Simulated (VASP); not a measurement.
Write the native input for VASP 6.6.1 that does the following.

| Property | Result |
| --- | --- |
| Task | single point |
| Functional | PBEsol |
| Potentials or basis | VASP PAW PBE potentials, release 64 (Br, Ca_sv) |
| Cutoff | 520 eV |
| k mesh | 10 × 10 × 4 |
| Occupations | methfessel-paxton, width 0.05 eV |
| Spin | no spin polarisation |
| Dipole correction | no |
| Further INCAR settings | ALGO = Fast; EDIFF = 1e-07; NBANDS = 25 |

The structure of CaBr lies in POSCAR:

```
CaBr
1.0
    4.0841480343      0.0000000000      0.0000000000
   -2.0420740171      3.5369759505      0.0000000000
    0.0000000000      0.0000000000      9.6721260000
Br Ca
2 2
Direct
    0.6666666667      0.3333333333      0.5344880000
    0.3333333333      0.6666666667      0.0344880000
    0.6666666667      0.3333333333      0.8405120000
    0.3333333333      0.6666666667      0.3405120000
```

These files were run (other wordings do the same):

INCAR

```
  PREC = Accurate
  ENCUT = 520
  EDIFF = 1E-7
  ISMEAR = 1
  SIGMA = 0.05
  LREAL = F
  LASPH = T
  NELM = 80
  ALGO = Fast
  ISIF = 2
  LWAVE = F
  LCHARG = F
  GGA = PS
  NBANDS = 25
```

KPOINTS

```
Automatic mesh
0
Gamma
  10 10 4
```

Potentials or basis: VASP PAW PBE potentials, release 64 (Br, Ca_sv).

Run with:

```sh
$ cat potpaw_PBE.64/Br/POTCAR potpaw_PBE.64/Ca_sv/POTCAR > POTCAR
$ mpirun -np 1 vasp_std > vasp.out
```

It gave:

* Pressure: -0.8 GPa
* Largest force: 0.105 eV/Å
* Band gap on the k mesh: zero (bands 17 and 18 overlap by 1.38 eV)

Caveat: the PAW data sets were made with another functional, which shifts forces and pressure a little.

It took 2.8 min on 1 thread of Oxide Virtual Turin-like Processor (shared host), peak memory 0.28 GiB.
